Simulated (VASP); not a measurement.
Runs of VASP 6.6.1 on Rh. The structure is that of space group P6_3/mmc (No. 194), or close to it. The cells are those of the table. 

```tsv
cell	gap on the mesh (eV)	pressure (GPa)
a = 2.793, b = 2.793, c = 4.529 Å, angles 90.0, 90.0, 120.0°, 2 atoms	none	-30.6
a = 2.685, b = 2.685, c = 4.353 Å, angles 90.0, 90.0, 120.0°, 2 atoms	none	(b)
a = 2.713, b = 2.713, c = 4.399 Å, angles 90.0, 90.0, 120.0°, 2 atoms	none	-14.4
a = 2.740, b = 2.740, c = 4.443 Å, angles 90.0, 90.0, 120.0°, 2 atoms	none	-20.9
a = 2.767, b = 2.767, c = 4.487 Å, angles 90.0, 90.0, 120.0°, 2 atoms	none	(a)
```

Alike in all rows: task single point; level LDA; potentials or basis VASP PAW LDA potentials, release 64 (Rh_pv); no spin polarisation; k mesh 12 × 12 × 7; cutoff (eV) 520; smearing methfessel-paxton 0.1 eV.

**Question.** Estimate the missing entries.

**Answer.** (a) -26.3; (b) -6.3.

A k mesh can miss the band edges, and the runs leave out spin-orbit coupling on Rh.

A gap of «none» marks levels without a gap at the run's occupations.
